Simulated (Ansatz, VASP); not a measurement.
KF in VASP and in Ansatz

The input INCAR:

```
SYSTEM = KF
PREC     = Accurate       ! precision mode
ENCUT    = 520            ! plane-wave cutoff, eV
EDIFF    = 1E-6           ! SCF threshold, eV
ISMEAR   = -1             ! smearing method
SIGMA    = 0.02           ! smearing width, eV
LREAL    = .FALSE.        ! projectors in reciprocal space
LASPH    = .TRUE.         ! aspherical terms in the spheres
NELM     = 60             ! most SCF steps
ALGO     = Normal         ! electronic algorithm
ISIF     = 2              ! what is computed and relaxed
LWAVE    = .FALSE.        ! write WAVECAR
LCHARG   = .FALSE.        ! write CHGCAR
GGA      = PE             ! functional
NBANDS   = 15             ! bands
```

File KPOINTS:

```
Automatic mesh
0
G
  8 8 8
  0 0 0
```

File POSCAR:

```
KF
1.0
   -0.0374027121      2.6215578671      2.6215578671
    2.6215578671     -0.0374027121      2.6215578671
    2.6215578671      2.6215578671     -0.0374027121
K F
1 1
Direct
    0.0000000000      0.0000000000      0.0000000000
    0.5000000000      0.5000000000      0.5000000000
```

Input for Ansatz:

```yaml
crystal:
  lattice:
    - [-0.0374027121, 2.6215578671, 2.6215578671]
    - [2.6215578671, -0.0374027121, 2.6215578671]
    - [2.6215578671, 2.6215578671, -0.0374027121]
  atoms:
    - { symbol: K, position: [0.0, 0.0, 0.0] }
    - { symbol: F, position: [0.5, 0.5, 0.5] }
kpoints:
  mp_grid: { grid: [8, 8, 8] }
  band_path:
    path:
      - [0.0, 0.0, 0.0]
      - [0.5, 0.0, 0.5]
      - [0.625, 0.25, 0.625]
      - [0.375, 0.375, 0.75]
      - [0.5, 0.5, 0.5]
      - [0.5, 0.25, 0.75]
    npoints: 1
hamiltonian:
  xc: pbe
scf:
  occupations: { method: fermi_dirac, width: 0.02 }
  n_extra_bands: 4
output:
  forces: true
  stress: true
  eigenvalues: true
```

Change from the starting cell: shear_111 strain -2.1%.

Alike in both runs: task single point; functional PBE; k mesh 8 × 8 × 8; occupations fermi-dirac, width 0.02 eV; no spin polarisation.

|  | VASP | Ansatz |
| --- | --- | --- |
| version | VASP 6.6.1 | Ansatz 0.2.0 |
| potentials or method | VASP PAW PBE potentials, release 64 (K_sv, F) | plane waves, PAW |
| plane-wave cutoff (eV) | 520 | 420 |
| valence electrons in the cell | 16 | 16 |

VASP gave:

```
gap on the k mesh at the Fermi level (eV)                     : 6.34
pressure (GPa)                                                : 2.8
traceless stress, the component that is largest in VASP (GPa) : 0.17
```

Problem. Estimate Ansatz's values.

Solution. gap on the k mesh at the Fermi level (eV): 6.36; pressure (GPa): 2.8; traceless stress, the component that is largest in VASP (GPa): 0.17.

The functional is the same, so the differences come from potentials, cutoffs and numerics.
